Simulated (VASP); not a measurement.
# Ni (Fm-3m) in VASP: further runs

The runs below take Ni through single point, with LDA.

All numbers are computed with VASP 6.6.1; they aren't measurements. Logs are shortened: lines on timing, memory, paths and dates and some standing lists are left out, and cuts for length are marked.

### Step 1. The cell of the first run

It takes space group Fm-3m (No. 225, cubic). Conventional cell: a = 3.379 Å, b = 3.379 Å, c = 3.379 Å, α = 90.00°, β = 90.00°, γ = 90.00°. Within 3.2 Å of Ni (site symmetry m-3m) lie 12 Ni at 2.39 Å.

### Step 2. Single point, LDA, collinear spin, ferromagnetic start (9.64 Å³/atom)

File INCAR:

```
SYSTEM = Ni
PREC = Accurate ; ENCUT = 520
EDIFF = 1E-6 ; ISMEAR = -1
SIGMA = 0.05 ; LREAL = .False.
LASPH = .True. ; NELM = 150
ALGO = Normal ; ISIF = 2
LWAVE = .False. ; LCHARG = .False.
ISPIN = 2 ; MAGMOM = 0.607
LORBIT = 11 ; LMAXMIX = 4
NBANDS = 15
```

File KPOINTS:

```
Automatic mesh
0
Gamma
  26 26 26
  0 0 0
```

File POSCAR:

```
Ni
1.0
    0.0000000000      1.6893203415      1.6893203415
    1.6893203415      0.0000000000      1.6893203415
    1.6893203415      1.6893203415      0.0000000000
Ni
1
Direct
    0.0000000000      0.0000000000      0.0000000000
```

Potentials or basis: VASP PAW LDA potentials, release 64 (Ni).

Launch:

```console
cat potpaw_LDA.64/Ni/POTCAR > POTCAR
mpirun -np 1 vasp_std > vasp.out
```

OUTCAR:

```text
SYSTEM = Ni
   PREC = Accurate
   ENCUT = 520
   EDIFF = 1E-6
   ISMEAR = -1
   LREAL = .False.
   LASPH = .True.
   NELM = 150
   ISIF = 2
   ISPIN = 2
   LORBIT = 11

 ion  position               nearest neighbor table
   1  0.000  0.000  0.000-

  LATTYP: Found a face centered cubic cell.
 ALAT       =     3.3786406830

  Lattice vectors:

 A1 = (   0.0000000000,   1.6893203415,   1.6893203415)
 A2 = (   1.6893203415,   0.0000000000,   1.6893203415)
 A3 = (   1.6893203415,   1.6893203415,   0.0000000000)

Analysis of symmetry for initial positions (statically):
=====================================================================
 Subroutine PRICEL returns:
 Original cell was already a primitive cell.

 Routine SETGRP: Setting up the symmetry group for a
 face centered cubic supercell.

 Subroutine GETGRP returns: Found 48 space group operations
 (whereof 48 operations were pure point group operations)
 out of a pool of 48 trial point group operations.

The static configuration has the point symmetry O_h .

Analysis of symmetry for dynamics (positions and initial velocities):
=====================================================================
 Subroutine PRICEL returns:
 Original cell was already a primitive cell.

 Routine SETGRP: Setting up the symmetry group for a
 face centered cubic supercell.

 Subroutine GETGRP returns: Found 48 space group operations
 (whereof 48 operations were pure point group operations)
 out of a pool of 48 trial point group operations.

The dynamic configuration has the point symmetry O_h .

Analysis of structural, dynamic, and magnetic symmetry:
=====================================================================
 Subroutine PRICEL returns:
 Original cell was already a primitive cell.

 Routine SETGRP: Setting up the symmetry group for a
 face centered cubic supercell.

 Subroutine GETGRP returns: Found 48 space group operations
 (whereof 48 operations were pure point group operations)
 out of a pool of 48 trial point group operations.

The overall configuration has the point symmetry O_h .

 Subroutine INISYM returns: Found 48 space group operations
 (whereof 48 operations are pure point group operations),
 and found     1 'primitive' translations

----------------------------------------------------------------------------------------

                                     Primitive cell

  volume of cell :       9.6420

  direct lattice vectors                    reciprocal lattice vectors
     0.000000000  1.689320341  1.689320341    -0.295977020  0.295977020  0.295977020
     1.689320341  0.000000000  1.689320341     0.295977020 -0.295977020  0.295977020
[... 118 lines left out ...]
 NGX is ok and might be reduce to    18
   NGX =  9   NGY =  9   NGZ =  9

 number of electron      10.0000001 magnetization       0.5615137

 Free energy of the ion-electron system (eV)
  ---------------------------------------------------
  ext. energy  EPLUGINS =         0.00000000
  ---------------------------------------------------
  free energy    TOTEN  =        -6.57427908 eV

  energy without entropy =       -6.56123575  energy(sigma->0) =       -6.56775742

 E-fermi :  10.8598     XC(G=0): -14.3433

 val. band max:       10.8550577556   @ k =   0.4231   0.1923   0.0385
 cond. band min:      10.8602422125   @ k =   0.3462   0.1538   0.0769
 fundamental gap:      0.0051844569
 Fermi energy:        10.8597759433

 spin component 1

 k-point     1 :       0.0000    0.0000    0.0000
  band No.  band energies     occupation
      1       1.0115      1.00000
      2       8.1984      1.00000
      3       8.1984      1.00000
      4       8.1984      1.00000
      5       9.5704      1.00000
      6       9.5704      1.00000
      7      35.6446      0.00000
      8      40.3777      0.00000
      9      40.3777      0.00000
     10      40.3777      0.00000
     11      43.8337      0.00000
     12      43.8337      0.00000
     13      43.8337      0.00000
     14      46.6471      0.00000
[... 403 lines left out ...]
      4       8.5565      1.00000
      5      10.1970      1.00000
      6      10.2174      1.00000
      7      20.8403      0.00000
      8      34.4407      0.00000
      9      36.5340      0.00000
     10      38.4935      0.00000
     11      41.1378      0.00000
     12      42.7351      0.00000
     13      47.1682      0.00000
     14      54.5384      0.00000
     15      56.2317      0.00000

 [... further k-points ...]

 spin component 2

 k-point     1 :       0.0000    0.0000    0.0000
  band No.  band energies     occupation
      1       1.0586      1.00000
      2       8.7742      1.00000
      3       8.7742      1.00000
      4       8.7742      1.00000
      5      10.0996      1.00000
      6      10.0996      1.00000
      7      35.6397      0.00000
      8      40.4221      0.00000
      9      40.4221      0.00000
     10      40.4221      0.00000
     11      44.0012      0.00000
     12      44.0012      0.00000
     13      44.0012      0.00000
     14      46.6348      0.00000
[... 403 lines left out ...]
      4       8.8638      1.00000
      5      10.7692      0.85955
      6      10.8167      0.70285
      7      21.1005      0.00000
      8      34.4449      0.00000
      9      36.6657      0.00000
     10      38.6224      0.00000
     11      41.2491      0.00000
     12      42.8437      0.00000
     13      47.3115      0.00000
     14      54.8601      0.00000
     15      57.2127      0.00000

 [... further k-points ...]
[... 5 lines left out ...]
  --------------------------------------------------------------------------------------
  -------------------------------------------------------------------------------------
  Total        0.6491608      0.6491608      0.6491608      0.0000000      0.0000000     -0.0000000
  in kB      107.8690479    107.8690479    107.8690479      0.0000000      0.0000000     -0.0000000
  external PRESSURE =     107.8690479 kB  Pullay stress =       0.0000000 kB

 VOLUME and BASIS-vectors are now :
 -----------------------------------------------------------------------------
  energy-cutoff  :      520.00
  volume of cell :        9.64
      direct lattice vectors                 reciprocal lattice vectors
     0.000000000  1.689320341  1.689320341    -0.295977020  0.295977020  0.295977020
     1.689320341  0.000000000  1.689320341     0.295977020 -0.295977020  0.295977020
     1.689320341  1.689320341  0.000000000     0.295977020  0.295977020 -0.295977020

 POSITION                                       TOTAL-FORCE (eV/Angst)
 -----------------------------------------------------------------------------------
      0.00000      0.00000      0.00000         0.000000      0.000000      0.000000
 -----------------------------------------------------------------------------------
    total drift:                                0.000000     -0.000000      0.000000

  FREE ENERGIE OF THE ION-ELECTRON SYSTEM (eV)
  ---------------------------------------------------
  free  energy   TOTEN  =        -6.5742790848 eV

  energy  without entropy=       -6.5612357490  energy(sigma->0) =       -6.56775742

 total charge

# of ion       s       p       d       tot
------------------------------------------
    1        0.554   0.613   8.394   9.561

 magnetization (x)

# of ion       s       p       d       tot
------------------------------------------
    1       -0.005  -0.018   0.582   0.559
```

Run time: 1.9 min. Hardware: 1 thread of AMD EPYC 7R13 (Zen 3), shared host; peak memory 0.18 GiB.

Results:

* Free energy: -6.5743 eV
* Pressure: 10.8 GPa
* Net moment: 0.56 μB per cell
* Site moments: Ni +0.56 μB
* Valence electrons inside the program's atomic spheres: Ni 9.56

Levels at points of the mesh, in eV from the Fermi level:
Spin up:
```tsv
k point	band 3	band 4	band 5	band 6	band 7	band 8
(0.00, 0.00, 0.00)	-2.66	-2.66	-1.29	-1.29	24.78	29.52
(0.50, 0.00, 0.00)	-2.68	-0.48	-0.45	-0.45	6.66	23.25
(0.50, 0.50, 0.00)	-0.43	-0.26	-0.26	2.54	10.43	15.94
```
Spin down:
| k point | band 2 | band 3 | band 4 | band 5 | band 6 | band 7 | band 8 | band 9 |
| --- | --- | --- | --- | --- | --- | --- | --- | --- |
| (0.00, 0.00, 0.00) | -2.09 | -2.09 | -2.09 | -0.76 | -0.76 | 24.78 | 29.56 | 29.56 |
| (0.50, 0.00, 0.00) | -2.16 | -2.16 | -0.44 | 0.16 | 0.16 | 7.02 | 23.23 | 26.85 |
| (0.50, 0.50, 0.00) | -4.33 | 0.13 | 0.40 | 0.40 | 2.60 | 10.70 | 16.01 | 16.01 |

Caveat: the cell stands under pressure.

[end of part 1 of 2]
